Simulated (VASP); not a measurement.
A run of VASP 6.6.1 is set up as follows.

Contents of INCAR:

```
SYSTEM = Fe
ALGO     = Normal         ! electronic algorithm
EDIFF    = 1E-7           ! SCF threshold, eV
ENCUT    = 520            ! plane-wave cutoff, eV
ISIF     = 2              ! what is computed and relaxed
ISMEAR   = 0              ! smearing method
ISPIN    = 2              ! spin polarisation
LASPH    = .TRUE.         ! aspherical terms in the spheres
LCHARG   = .TRUE.         ! write CHGCAR
LELF     = .TRUE.         ! ELF
LMAXMIX  = 4              ! l up to which the mixer works
LORBIT   = 11             ! projections on sites
LREAL    = .FALSE.        ! projectors in reciprocal space
LVHAR    = .TRUE.       
LWAVE    = .FALSE.        ! write WAVECAR
MAGMOM   = 1.988          ! initial moments
NBANDS   = 14             ! bands
NELM     = 150            ! most SCF steps
PREC     = Accurate       ! precision mode
SIGMA    = 0.03           ! smearing width, eV
```

File KPOINTS:

```
k-points
0
G
  16 16 16
  0 0 0
```

Contents of POSCAR:

```
Fe
1.0
   -1.3745984210      1.3745984210      1.3745984210
    1.3745984210     -1.3745984210      1.3745984210
    1.3745984210      1.3745984210     -1.3745984210
Fe
1
Direct
    0.0000000000      0.0000000000      0.0000000000
```

Potentials or basis: VASP PAW LDA potentials, release 64 (Fe).

Launch:

```bash
$ cat potpaw_LDA.64/Fe/POTCAR > POTCAR
$ mpirun -np 1 vasp_std > vasp.out
```

Q: Predict the net moment.

A: 1.94 μB per cell.

Q: What does it give for the pressure?

A: -1.0 GPa.

Q: Predict the site moments.

A: Fe +1.90 μB.
